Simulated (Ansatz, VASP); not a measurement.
## Al2Pt: VASP beside Ansatz

```xyz
3
Lattice="0.0000 2.9550 2.9550 2.9550 0.0000 2.9550 2.9550 2.9550 0.0000" Properties=species:S:1:pos:R:3 pbc="T T T"
Al    1.4775    1.4775    1.4775
Al    4.4325    4.4325    4.4325
Pt    0.0000    0.0000    0.0000
```

Alike in both runs: task single point; functional r2SCAN; k mesh 6 × 6 × 6; occupations gaussian, width 0.1 eV; no spin polarisation.

```csv
,VASP,Ansatz
version,VASP 6.6.1,Ansatz 0.2.0
potentials or method,"VASP PAW PBE potentials, release 64 (Al, Pt), cutoff 550 eV","scalar-relativistic, plane waves, PAW"
valence electrons in the cell,16,24
```

|  | VASP | Ansatz | Ansatz less VASP |
| --- | --- | --- | --- |
| gap on the k mesh at the Fermi level (eV) | none | none | - |
| pressure (GPa) | -0.7 | -0.5 | +0.24 |

VASP's potentials were made for PBE, not for r2SCAN. A gap of «none» marks a metal or a gap that the smearing closes. VASP's potentials hold 16 valence electrons a cell and Ansatz's 24, so a difference there can come from the potentials and not from the codes.

Neither program's run includes spin-orbit coupling.
